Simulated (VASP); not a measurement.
**Sr: single point with PBE**

Sr:

```
Sr
1.0
     0.00000    3.04235    3.04235
     3.04235    0.00000    3.04235
     3.04235    3.04235    0.00000
Sr
1
Direct
  0.00000 0.00000 0.00000
```

```json
{"Program": "VASP 6.6.1", "Task": "single point", "Functional": "PBE", "Potentials or basis": "VASP PAW PBE potentials, release 64 (Sr_sv)", "Cutoff": "500 eV", "k mesh": "7 × 7 × 7", "Occupations": "gaussian, width 0.1 eV", "Spin": "no spin polarisation"}
```

The pressure is -0.3 GPa.

Levels at points of the mesh, in eV from the Fermi level:
| k point | band 1 | band 2 | band 3 | band 4 | band 5 | band 6 | band 7 | band 8 | band 9 | band 10 |
| --- | --- | --- | --- | --- | --- | --- | --- | --- | --- | --- |
| (0.00, 0.00, 0.00) | -36.70 | -18.59 | -18.59 | -18.59 | -3.64 | 2.29 | 2.29 | 2.29 | 3.72 | 3.72 |

It took 5.3 s on 1 thread of Intel(R) Xeon(R) Platinum 8559C (Emerald Rapids), with other jobs on the host, peak memory 0.17 GiB.
